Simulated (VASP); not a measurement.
**Zr: single point with PBEsol**

Zr:

```
Zr
1.0
     0.00000    2.94141    2.94141
     2.94141    0.00000    2.94141
     2.94141    2.94141    0.00000
Zr
2
Direct
  0.87500 0.87500 0.87500
  0.12500 0.12500 0.12500
```

This cell differs from its parent crystal: volume scaled by 0.88.

| Item | Value |
| --- | --- |
| Program | VASP 6.6.1 |
| Task | single point |
| Functional | PBEsol |
| Potentials or basis | VASP PAW PBE potentials, release 64 (Zr_sv) |
| Cutoff | 500 eV |
| k mesh | 12 × 12 × 12 |
| Occupations | fermi-dirac, width 0.1 eV |
| Spin | no spin polarisation |
| Dipole correction | no |
| Further INCAR settings | ALGO = Normal; EDIFF = 1e-06; NBANDS = 19 |

The pressure is 6.3 GPa and the band gap on the k mesh is zero (band 12 reaches 7.58 eV, above the bottom of band 13 at 7.00 eV).

Levels at points of the mesh, in eV from the Fermi level:
| k point | band 8 | band 9 | band 10 | band 11 | band 12 | band 13 | band 14 | band 15 | band 16 | band 17 |
| --- | --- | --- | --- | --- | --- | --- | --- | --- | --- | --- |
| (0.00, 0.00, 0.00) | -25.84 | -4.40 | -1.32 | -1.32 | 0.02 | 0.02 | 0.02 | 2.56 | 2.56 | 2.56 |
| (0.50, 0.00, 0.00) | -25.60 | -1.64 | -1.53 | -1.15 | -1.15 | -0.33 | -0.33 | 1.29 | 3.92 | 3.92 |
| (0.50, 0.50, 0.00) | -25.37 | -2.47 | -2.47 | -0.27 | -0.27 | 1.06 | 1.06 | 1.78 | 1.78 | 5.39 |

Run time: 52 s on 1 thread of Intel(R) Xeon(R) Platinum 8259CL CPU @ 2.50GHz (Skylake/Cascade Lake) (shared host), peak memory 0.2 GiB.

Caveat: the PAW data sets were made with another functional, which shifts forces and pressure a little.
